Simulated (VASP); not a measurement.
# BaO: single point with r2SCAN

Crystal: BaO.

```
CELL_PARAMETERS angstrom
0.00000 2.78597 2.78597
2.78597 0.00000 2.78597
2.78597 2.78597 0.00000
ATOMIC_POSITIONS crystal
Ba 0.00000 0.00000 0.00000
O 0.50000 0.50000 0.50000
```

```
Program             : VASP 6.6.1
Task                : single point
Functional          : r2SCAN
Potentials or basis : VASP PAW PBE potentials, release 64 (Ba_sv, O)
Cutoff              : 660 eV
k mesh              : 8 × 8 × 8
Occupations         : gaussian, width 0.01 eV
Spin                : no spin polarisation
```

```json
{
 "Pressure": "0.4 GPa",
 "Band gap on the k mesh": "2.37 eV"
}
```

Levels at points of the mesh, in eV from the valence-band top:
```
           k point  band 4  band 5  band 6  band 7  band 8  band 9  band 10  band 11  band 12  band 13
(0.00, 0.00, 0.00)  -10.79  -10.79   -0.32   -0.32   -0.32    4.05     5.13     5.13     5.13     7.53
(0.50, 0.00, 0.00)  -10.90  -10.90   -1.90   -1.42   -1.42    5.30     7.61     7.61     8.60    11.03
(0.50, 0.50, 0.00)  -11.34  -11.34   -0.15   -0.15    0.00    2.37     6.50     9.47     9.86    10.13
```

It took 3.2 min on 1 thread of Intel Xeon 8259CL, on a shared host, peak memory 0.22 GiB.

Caveat: the PAW data sets were made with another functional, which shifts forces and pressure a little; spin-orbit coupling is left out, which moves the levels of the heavy elements. r2SCAN opens gaps a little over a GGA but as a rule still falls short of measured ones.
